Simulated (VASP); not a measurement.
# Ir: single point with r2SCAN

Crystal: Ir.

```xyz
1
Lattice="-1.5439 1.5439 1.5439 1.5439 -1.5439 1.5439 1.5439 1.5439 -1.5439" Properties=species:S:1:pos:R:3 pbc="T T T"
Ir    0.0000    0.0000    0.0000
```

This isn't the form of Ir at room conditions, which is fcc.

```yaml
Program: VASP 6.6.1
Task: single point
Functional: r2SCAN
Potentials_or_basis: VASP PAW PBE potentials, release 64 (Ir_sv_GW)
Cutoff: 620 eV
k_mesh: 18 × 18 × 18
Occupations: gaussian, width 0.1 eV
Spin: no spin polarisation
Dipole_correction: no
Further_INCAR_settings: ALGO = Normal; EDIFF = 1e-06; NBANDS = 14
```

```yaml
Pressure: -0.8 GPa
Band_gap_on_the_k_mesh: zero (an odd number of electrons rules out a gap without spin polarisation)
```

Levels at points of the mesh, in eV from the Fermi level:
| k point | band 4 | band 5 | band 6 | band 7 | band 8 | band 9 | band 10 | band 11 | band 12 | band 13 |
| --- | --- | --- | --- | --- | --- | --- | --- | --- | --- | --- |
| (0.00, 0.00, 0.00) | -50.32 | -10.79 | -3.61 | -3.61 | -3.61 | -0.56 | -0.56 | 17.09 | 17.09 | 17.09 |
| (0.50, 0.00, 0.00) | -50.32 | -7.59 | -5.47 | -0.71 | -0.05 | 0.03 | 2.33 | 8.32 | 13.34 | 17.32 |
| (0.50, 0.50, 0.50) | -50.87 | -7.15 | -7.15 | 1.62 | 1.62 | 1.62 | 8.24 | 8.24 | 8.24 | 15.45 |

Run time: 100 s on 1 thread of AMD EPYC 9R45 96-Core Processor (Zen 5), with other jobs on the host, peak memory 0.16 GiB.

Caveat: the PAW data sets were made with another functional, which shifts forces and pressure a little; spin-orbit coupling is left out, which moves the levels of the heavy elements.
